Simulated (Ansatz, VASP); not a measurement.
**InSb: VASP beside Ansatz**

INCAR

```
SYSTEM = InSb
PREC     = Accurate       ! precision mode
ENCUT    = 520            ! plane-wave cutoff, eV
EDIFF    = 1E-7           ! SCF threshold, eV
ISMEAR   = -1             ! smearing method
SIGMA    = 0.08           ! smearing width, eV
LREAL    = .False.        ! projectors in reciprocal space
LASPH    = .True.         ! aspherical terms in the spheres
NELM     = 80             ! most SCF steps
ALGO     = Normal         ! electronic algorithm
ISIF     = 2              ! what is computed and relaxed
LWAVE    = .False.        ! write WAVECAR
LCHARG   = .True.         ! write CHGCAR
GGA      = PE             ! functional
LELF     = .True.         ! ELF
LVHAR    = .True.       
NBANDS   = 26             ! bands
```

KPOINTS

```
Automatic mesh
0
Gamma
  6 6 11
  0 0 0
```

The input POSCAR:

```
InSb
1.0
    5.3570000000      0.0000000000      0.0000000000
    0.0000000000      5.7120000000      0.0000000000
    0.0000000000      0.0000000000      3.0936300000
In Sb
2 2
Direct
    0.0000000000      0.0000000000      0.0000000000
    0.5000000000      0.5000000000      0.0000000000
    0.5000000000      0.0000000000      0.8350000000
    0.0000000000      0.5000000000      0.1650000000
```

Input for Ansatz:

```yaml
crystal:
  lattice:
    - [5.357, 0.0, 0.0]
    - [0.0, 5.712, 0.0]
    - [0.0, 0.0, 3.09363]
  atoms:
    - { symbol: In, position: [0.0, 0.0, 0.0] }
    - { symbol: In, position: [0.5, 0.5, 0.0] }
    - { symbol: Sb, position: [0.5, 0.0, 0.835] }
    - { symbol: Sb, position: [0.0, 0.5, 0.165] }
kpoints:
  mp_grid: { grid: [6, 6, 11] }
  band_path:
    path:
      - [0.0, 0.0, 0.0]
      - [0.5, 0.0, 0.0]
      - [0.5, 0.5, 0.0]
      - [0.0, 0.5, 0.0]
      - [0.0, 0.0, 0.0]
      - [0.0, 0.0, 0.5]
      - [0.5, 0.0, 0.5]
      - [0.5, 0.5, 0.5]
      - [0.0, 0.5, 0.5]
    npoints: 5
scf:
  occupations: { method: fermi_dirac, width: 0.08 }
hamiltonian:
  xc: pbe
  pseudopotentials: { kind: all_electron, lapw: { basis_error: 0.001 } }
output:
  forces: true
  stress: true
  eigenvalues: true
```

Change from the starting cell: zz strain of +1 %.

Alike in both runs: task single point; functional PBE; k mesh 6 × 6 × 11; occupations fermi-dirac, width 0.08 eV; no spin polarisation.

|  | VASP | Ansatz |
| --- | --- | --- |
| version | VASP 6.6.1 | Ansatz 0.2.0 |
| potentials or method | VASP PAW PBE potentials, release 64 (In_d, Sb), cutoff 520 eV | all-electron LAPW, scalar-relativistic |

```tsv
	VASP	Ansatz	Ansatz less VASP
pressure (GPa)	16.9	16.9	+0.01
traceless stress, the component that is largest in VASP (GPa)	12.37	12.39	+0.018
rms of the force components (eV/Å)	0.339	0.339	+0.0004
```

Atom by atom the forces differ by 0.001 eV/Å (rms over components). Ansatz ran all-electron here, and VASP with PAW potentials.

Neither program's run includes spin-orbit coupling.
